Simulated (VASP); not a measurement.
# Co4O5 in VASP: single point with PBE

Aim: the single point of Co4O5 with PBE.

All numbers are computed with VASP 6.6.1; they aren't measurements. Logs are shortened: lines on timing, memory, paths and dates and some standing lists are left out, and cuts for length are marked.

## 1. The cell of the first run

The cell holds a slab with vacuum, 9 atoms: a = 3.016 Å, b = 3.016 Å, c = 25.322 Å, α = 90.00°, β = 90.00°, γ = 90.00°.

## 2. Single point, PBE, collinear spin, ferromagnetic start

Input file INCAR:

```
SYSTEM = Co4O5
ALGO = Normal ; DIPOL = 0.5 0.5 0.488
EDIFF = 1E-6 ; ENCUT = 520
GGA = PE ; GGA_COMPAT = .False.
IDIPOL = 3 ; ISIF = 2
ISMEAR = 0 ; ISPIN = 2
LASPH = .True. ; LCHARG = .True.
LDIPOL = .True. ; LELF = .True.
LMAXMIX = 4 ; LORBIT = 11
LREAL = .False. ; LVACPOTAV = .True.
LVHAR = .True. ; LWAVE = .False.
MAGMOM = 2.66 2.8 2.71 2.65 0.32 0.39 0.39 0.35 2 ; NBANDS = 47
NELM = 200 ; NELMDL = -8
PREC = Accurate ; SIGMA = 0.1
```

Input file KPOINTS:

```
k-points
0
Gamma
  10 10 1
  0 0 0
```

Input file POSCAR:

```
Co4O5
1.0
    3.0160003058      0.0000000000      0.0000000000
    0.0000000000      3.0160003058      0.0000000000
    0.0000000000      0.0000000000     25.3217498647
Co O
4 5
Direct
    0.5000000000      0.5000000000      0.3356798028
    0.0000000000      0.0000000000      0.4188987732
    0.5000000000      0.5000000000      0.4979887297
    0.0000000000      0.0000000000      0.5949593547
    0.0000000000      0.0000000000      0.3356798028
    0.5000000000      0.5000000000      0.4188987732
    0.0000000000      0.0000000000      0.5151880018
    0.5000000000      0.5000000000      0.6083322146
    0.5000000000      0.5000000000      0.6636969616
```

Potentials or basis: VASP PAW PBE potentials, release 64 (Co, O).

Started as:

```bash
$ cat potpaw_PBE.64/Co/POTCAR potpaw_PBE.64/O/POTCAR > POTCAR
$ mpirun -np 1 vasp_std > vasp.out
```

OUTCAR:

```text
SYSTEM = Co4O5
   EDIFF = 1E-6
   ENCUT = 520
   GGA = PE
   ISIF = 2
   ISMEAR = 0
   ISPIN = 2
   LASPH = .True.
   LORBIT = 11
   LREAL = .False.
   NELM = 200
   NELMDL = -8
   PREC = Accurate

 ion  position               nearest neighbor table
   1  0.500  0.500  0.336-   6 2.11   5 2.13   5 2.13   5 2.13   5 2.13   2 3.00   2 3.00   2 3.00
                             2 3.00
   2  0.000  0.000  0.419-   5 2.11   6 2.13   6 2.13   6 2.13   6 2.13   7 2.44   3 2.93   3 2.93
                             3 2.93   3 2.93   1 3.00   1 3.00   1 3.00   1 3.00
   3  0.500  0.500  0.498-   6 2.00   7 2.18   7 2.18   7 2.18   7 2.18   2 2.93   2 2.93   2 2.93
                             2 2.93
   4  0.000  0.000  0.595-   7 2.02   8 2.16   8 2.16   8 2.16   8 2.16
   5  0.000  0.000  0.336-   2 2.11   1 2.13   1 2.13   1 2.13   1 2.13
   6  0.500  0.500  0.419-   3 2.00   1 2.11   2 2.13   2 2.13   2 2.13   2 2.13
   7  0.000  0.000  0.515-   4 2.02   3 2.18   3 2.18   3 2.18   3 2.18   2 2.44
   8  0.500  0.500  0.608-   9 1.40   4 2.16   4 2.16   4 2.16   4 2.16
   9  0.500  0.500  0.664-   8 1.40

  LATTYP: Found a simple tetragonal cell.
 ALAT       =     3.0160003058
 C/A-ratio  =     8.3958048068

  Lattice vectors:

 A1 = (   3.0160003058,   0.0000000000,   0.0000000000)
 A2 = (   0.0000000000,   3.0160003058,   0.0000000000)
 A3 = (   0.0000000000,   0.0000000000,  25.3217498647)

Analysis of symmetry for initial positions (statically):
=====================================================================
 Subroutine PRICEL returns:
 Original cell was already a primitive cell.

 Routine SETGRP: Setting up the symmetry group for a
 simple tetragonal supercell.

 Subroutine GETGRP returns: Found  8 space group operations
 (whereof  8 operations were pure point group operations)
 out of a pool of 16 trial point group operations.

The static configuration has the point symmetry C_4v.

Analysis of symmetry for dynamics (positions and initial velocities):
=====================================================================
 Subroutine PRICEL returns:
 Original cell was already a primitive cell.

 Routine SETGRP: Setting up the symmetry group for a
 simple tetragonal supercell.

 Subroutine GETGRP returns: Found  8 space group operations
 (whereof  8 operations were pure point group operations)
 out of a pool of 16 trial point group operations.

The dynamic configuration has the point symmetry C_4v.

Analysis of structural, dynamic, and magnetic symmetry:
=====================================================================
 Subroutine PRICEL returns:
 Original cell was already a primitive cell.

 Routine SETGRP: Setting up the symmetry group for a
 simple tetragonal supercell.

 Subroutine GETGRP returns: Found  8 space group operations
 (whereof  8 operations were pure point group operations)
 out of a pool of 16 trial point group operations.

The overall configuration has the point symmetry C_4v.

 Subroutine INISYM returns: Found  8 space group operations
 (whereof  8 operations are pure point group operations),
 and found     1 'primitive' translations

----------------------------------------------------------------------------------------

                                     Primitive cell

  volume of cell :     230.3332

  direct lattice vectors                    reciprocal lattice vectors
     3.016000306  0.000000000  0.000000000     0.331564953  0.000000000  0.000000000
     0.000000000  3.016000306  0.000000000     0.000000000  0.331564953  0.000000000
     0.000000000  0.000000000 25.321749865     0.000000000  0.000000000  0.039491742

  length of vectors
     3.016000306  3.016000306 25.321749865     0.331564953  0.331564953  0.039491742

  position of ions in fractional coordinates (direct lattice)
     0.500000000  0.500000000  0.335679803
     0.000000000  0.000000000  0.418898773
     0.500000000  0.500000000  0.497988730
     0.000000000  0.000000000  0.594959355
     0.000000000  0.000000000  0.335679803
     0.500000000  0.500000000  0.418898773
     0.000000000  0.000000000  0.515188002
     0.500000000  0.500000000  0.608332215
     0.500000000  0.500000000  0.663696962

  ion indices of the primitive-cell ions
   primitive index   ion index
                 1           1
                 2           2
                 3           3
                 4           4
                 5           5
                 6           6
                 7           7
                 8           8
                 9           9

----------------------------------------------------------------------------------------

 KPOINTS: k-points

Automatic generation of k-mesh.
 Grid dimensions read from file:
 generate k-points for:   10   10    1

 Generating k-lattice:

  Cartesian coordinates                     Fractional coordinates (reciprocal lattice)
     0.033156495  0.000000000  0.000000000     0.100000000  0.000000000  0.000000000
     0.000000000  0.033156495  0.000000000     0.000000000  0.100000000  0.000000000
     0.000000000  0.000000000  0.039491742     0.000000000  0.000000000  1.000000000

  Length of vectors
     0.033156495  0.033156495  0.039491742

  Shift w.r.t. Gamma in fractional coordinates (k-lattice)
     0.000000000  0.000000000  0.000000000

 Subroutine IBZKPT returns following result:
 ===========================================

 Found     21 irreducible k-points:

 Following reciprocal coordinates:
            Coordinates               Weight
  0.000000  0.000000  0.000000      1.000000
  0.100000  0.000000  0.000000      4.000000
  0.200000  0.000000  0.000000      4.000000
  0.300000  0.000000  0.000000      4.000000
  0.400000  0.000000  0.000000      4.000000
  0.500000  0.000000  0.000000      2.000000
[... 13 lines left out ...]
  0.500000  0.400000  0.000000      4.000000
  0.500000  0.500000  0.000000      1.000000
   k-points           NKPTS =     21   k-points in BZ     NKDIM =     21   number of bands    NBANDS=     47
   number of dos      NEDOS =    301   number of ions     NIONS =      9
   total plane-waves  NPLWV = 110592
   dimension x,y,z NGX =    24 NGY =   24 NGZ =  192
   dimension x,y,z NGXF=    48 NGYF=   48 NGZF=  384
   ions per type =               4   5
   NGX,Y,Z   is equivalent  to a cutoff of  13.23, 13.23, 12.61 a.u.
   NGXF,Y,Z  is equivalent  to a cutoff of  26.46, 26.46, 25.21 a.u.
 SYSTEM =  Co4O5
   PREC   = accura    normal or accurate (medium, high low for compatibility)
   ISTART =      0    job   : 0-new  1-cont  2-samecut
   ICHARG =      2    charge: 1-file 2-atom 10-const
   ISPIN  =      2    spin polarized calculation?
   LNONCOLLINEAR =      F non collinear calculations
   LSORBIT =      F    spin-orbit coupling
   LASPH  =      T    aspherical Exc in radial PAW
   ENCUT  =  520.0 eV  38.22 Ry    6.18 a.u.   5.61  5.61 47.08*2*pi/ulx,y,z
   NELM   =    200;   NELMIN=  2; NELMDL= -8     # of ELM steps
   EDIFF  = 0.1E-05   stopping-criterion for ELM
   LREAL  =      F    real-space projection
   EDIFFG = 0.1E-04   stopping-criterion for IOM
   NSW    =      0    number of steps for IOM
   IBRION =     -1    ionic relax: 0-MD 1-quasi-New 2-CG
   NFREE  =      0    steps in history (QN), initial steepest desc. (CG)
   ISIF   =      2    stress and relaxation
   ISYM   =      2    0-nonsym 1-usesym 2-fastsym
   POTIM  = 0.5000    time-step for ionic-motion
   TEBEG  =    0.0;   TEEND  =   0.0 temperature during run
   PSTRESS=    0.0 pullay stress
   NELECT =      66.0000    total number of electrons
   NUPDOWN=      -1.0000    fix difference up-down
   EMIN   =  10.00;   EMAX   =-10.00  energy-range for DOS
   EFERMI =   0.00;   METHOD = LEGACY
   ISMEAR =     0;   SIGMA  =   0.10  broadening in eV -4-tet -1-fermi 0-gaus
   EFERMI_NEDOS =   21; number of points for ismear=-14 and -15
   IALGO  =     38    algorithm
   IMIX   =      4    mixing-type and parameters
     AMIX     =   0.40;   BMIX     =  1.00
     AMIX_MAG =   1.60;   BMIX_MAG =  1.00
  volume/ion in A,a.u.               =      25.59       172.71
  Fermi-wavevector in a.u.,A,eV,Ry     =   1.079288  2.039558 15.848915  1.164862
  Thomas-Fermi vector in A             =   2.215249
   LORBIT       =     11    0 simple, 1 ext, 2 COOP (PROOUT), +10 PAW based schemes
   GGA     = PE    functional components
   LHFCALC =     F    Hartree Fock is set to
   AEXX    =    0.0000 exact exchange contribution
   IVDW    =     0    specifies the selected vdW correction
   LEPSILON=     F    determine dielectric tensor
   LRPA    =     F    only Hartree local field effects (RPA)
 spin polarized calculation
 Gauss-broadening in eV      SIGMA  =   0.10
  energy-cutoff  :      520.00
  volume of cell :      230.33
 maximum number of plane-waves:      6237
 NGX is ok and might be reduce to    24
   NGX = 11   NGY = 11   NGZ = 95

 dipolmoment           0.000000      0.000000     -0.037931 electrons x Angstroem

 number of electron      65.9999983 magnetization      10.3476875

 dipolmoment           0.000000      0.000000      0.167997 electrons x Angstroem

 Free energy of the ion-electron system (eV)
  ---------------------------------------------------
  ext. energy  EPLUGINS =         0.00000000
  ---------------------------------------------------
  free energy    TOTEN  =       -54.48962425 eV

  energy without entropy =      -54.41221607  energy(sigma->0) =      -54.45092016

 E-fermi :  -0.6723     XC(G=0):  -5.2351

 val. band max:       -0.6751521109   @ k =   0.5000   0.0000   0.0000
 cond. band min:      -0.6708992379   @ k =   0.5000   0.2000   0.0000
 fundamental gap:      0.0042528731
 Fermi energy:        -0.6722857321

 spin component 1

 k-point     1 :       0.0000    0.0000    0.0000
  band No.  band energies     occupation
      1     -24.2642      1.00000
      2     -20.7050      1.00000
      3     -19.9775      1.00000
      4     -19.5821      1.00000
      5     -16.2117      1.00000
      6      -8.0252      1.00000
[... 997 lines left out ...]
     44       5.6957      0.00000
     45       7.9007      0.00000
 Fermi energy:        -0.6722857321

 spin component 2

 k-point     1 :       0.0000    0.0000    0.0000
  band No.  band energies     occupation
      1     -24.3820      1.00000
      2     -20.2036      1.00000
      3     -19.4794      1.00000
      4     -19.0629      1.00000
      5     -16.4706      1.00000
      6      -8.0285      1.00000
[... 997 lines left out ...]
     44       6.1934      0.00000
     45       8.3974      0.00000
 [bands above 45 left out]

------------------------ aborting loop because EDIFF is reached ----------------------------------------

  FORCE on cell =-STRESS in cart. coord.  units (eV):
  Direction    XX          YY          ZZ          XY          YZ          ZX
  --------------------------------------------------------------------------------------
  -------------------------------------------------------------------------------------
  Total       -6.9565125     -6.9565125      0.3127407      0.0000000      0.0000000      0.0000000
  in kB      -48.3888916    -48.3888916      2.1753967      0.0000000      0.0000000      0.0000000
  external PRESSURE =     -31.5341288 kB  Pullay stress =       0.0000000 kB

 VOLUME and BASIS-vectors are now :
 -----------------------------------------------------------------------------
  energy-cutoff  :      520.00
  volume of cell :      230.33
      direct lattice vectors                 reciprocal lattice vectors
     3.016000306  0.000000000  0.000000000     0.331564953  0.000000000  0.000000000
     0.000000000  3.016000306  0.000000000     0.000000000  0.331564953  0.000000000
     0.000000000  0.000000000 25.321749865     0.000000000  0.000000000  0.039491742

 POSITION                                       TOTAL-FORCE (eV/Angst)
 -----------------------------------------------------------------------------------
      1.50800      1.50800      8.50000         0.000000     -0.000000     -0.077515
      0.00000      0.00000     10.60725         0.000000      0.000000     -0.016532
      1.50800      1.50800     12.60995         0.000000     -0.000000      0.008845
      0.00000      0.00000     15.06541        -0.000000      0.000000     -0.029727
      0.00000      0.00000      8.50000         0.000000      0.000000      0.010380
      1.50800      1.50800     10.60725        -0.000000     -0.000000      0.091148
      0.00000      0.00000     13.04546         0.000000      0.000000      0.012241
      1.50800      1.50800     15.40404         0.000000      0.000000     -0.259890
      1.50800      1.50800     16.80597         0.000000      0.000000      0.261049
 -----------------------------------------------------------------------------------
    total drift:                                0.000000     -0.000000     -0.002802

  FREE ENERGIE OF THE ION-ELECTRON SYSTEM (eV)
  ---------------------------------------------------
  free  energy   TOTEN  =       -54.4896242546 eV

  energy  without entropy=      -54.4122160690  energy(sigma->0) =      -54.45092016

 vacuum level on the upper side and lower side of the slab         6.530         3.187

 total charge

# of ion       s       p       d       tot
------------------------------------------
    1        0.279   0.307   7.140   7.725
    2        0.287   0.335   7.177   7.799
    3        0.281   0.327   7.177   7.786
    4        0.244   0.284   7.256   7.785
    5        1.556   3.382   0.000   4.937
    6        1.554   3.433   0.000   4.987
    7        1.556   3.375   0.000   4.931
    8        1.570   3.350   0.000   4.920
    9        1.619   3.183   0.000   4.802
--------------------------------------------------
tot          8.946  17.976  28.750  55.672

 magnetization (x)

# of ion       s       p       d       tot
------------------------------------------
    1        0.030   0.022   2.446   2.498
    2        0.018   0.014   2.464   2.496
    3        0.018   0.021   2.433   2.471
    4        0.012   0.016   2.084   2.112
    5        0.022   0.253   0.000   0.275
    6        0.028   0.264   0.000   0.293
    7        0.024   0.258   0.000   0.282
    8        0.014   0.011   0.000   0.026
    9       -0.004  -0.275   0.000  -0.279
--------------------------------------------------
tot          0.164   0.584   9.427  10.174
```

Run time: 54 min. Hardware: 1 thread of Oxide Virtual Turin-like, shared host; peak memory 0.55 GiB.

What came out:

```
Free energy                                           : -54.4896 eV
Largest force                                         : 0.261 eV/Å
Net moment                                            : 10.35 μB per cell
Site moments                                          : Co +2.50, +2.47, +2.11 (each value once); O +0.28, +0.29, +0.03, -0.28 (each value once) μB
Valence electrons inside the program's atomic spheres : Co 7.72, 7.80, 7.79 (each value once); O 4.94, 4.99, 4.93, 4.92, 4.80
```

Forces on the atoms (eV/Å):
```
Co   0.000  0.000 -0.078
Co   0.000  0.000 -0.017
Co   0.000  0.000  0.009
Co   0.000  0.000 -0.030
O    0.000  0.000  0.010
O    0.000  0.000  0.091
O    0.000  0.000  0.012
O    0.000  0.000 -0.260
O    0.000  0.000  0.261
```

Levels at points of the mesh, in eV from the Fermi level:
Spin up:
```tsv
k point	band 36	band 37	band 38	band 39	band 40	band 41
(0.00, 0.00, 0.00)	-1.38	-1.29	-0.03	-0.03	0.41	1.53
(0.50, 0.00, 0.00)	-0.06	-0.02	0.19	0.72	4.48	4.64
(0.50, 0.50, 0.00)	-1.71	-1.23	-0.95	-0.95	4.13	5.07
```
Spin down:
```
           k point  band 25  band 26  band 27  band 28  band 29  band 30  band 31  band 32
(0.00, 0.00, 0.00)    -0.59    -0.11    -0.11     0.02     0.02     0.08     0.12     0.21
(0.50, 0.00, 0.00)    -0.18    -0.15    -0.11     0.00     0.02     0.14     0.20     0.73
(0.50, 0.50, 0.00)    -0.25     0.13     0.18     0.22     0.22     0.24     0.33     0.54
```

Caveat: semilocal functionals often make such compounds metallic where correlation or magnetic order opens a gap, which also shifts bond lengths. With open d or f shells a metallic result of PBE can be an artefact of self-interaction; +U or a hybrid may open a gap.
